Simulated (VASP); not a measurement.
MgO (CsCl type), 2 atoms in the cell. The structure is cubic, space group Pm-3m (No. 221). The conventional cell has a = 2.093 Å, b = 2.093 Å, c = 2.093 Å, α = 90.00°, β = 90.00°, γ = 90.00°. Mg (site symmetry m-3m) has 8 O at 1.81 Å and 6 Mg at 2.09 Å within 2.4 Å. O (site symmetry m-3m) has 8 Mg at 1.81 Å and 6 O at 2.09 Å within 2.4 Å.  This cell differs from its parent crystal: volume scaled by 0.99.

| Property | Result |
| --- | --- |
| Program | VASP 6.6.1 |
| Task | single point |
| Functional | PBE |
| Potentials or basis | VASP PAW PBE potentials, release 64 (Mg, O) |
| Cutoff | 600 eV |
| k mesh | 12 × 12 × 12 |
| Occupations | gaussian, width 0.01 eV |
| Spin | no spin polarisation |
| Dipole correction | no |
| Further INCAR settings | ALGO = Normal; EDIFF = 1e-06; NBANDS = 11 |

Potentials or basis: VASP PAW PBE potentials, release 64 (Mg, O).

Launch:

```bash
$ cat potpaw_PBE.64/Mg/POTCAR potpaw_PBE.64/O/POTCAR > POTCAR
$ mpirun -np 1 vasp_std > vasp.out
```

Hardware: 1 thread of Intel(R) Xeon(R) Platinum 8488C (Sapphire Rapids), on a shared host.

Question: How long does it take, and how much memory?

Answer: Run time: 8.8 s on 1 thread of Intel(R) Xeon(R) Platinum 8488C (Sapphire Rapids) (shared host), peak memory 0.12 GiB. Counts: scf iterations 12, k points 84.
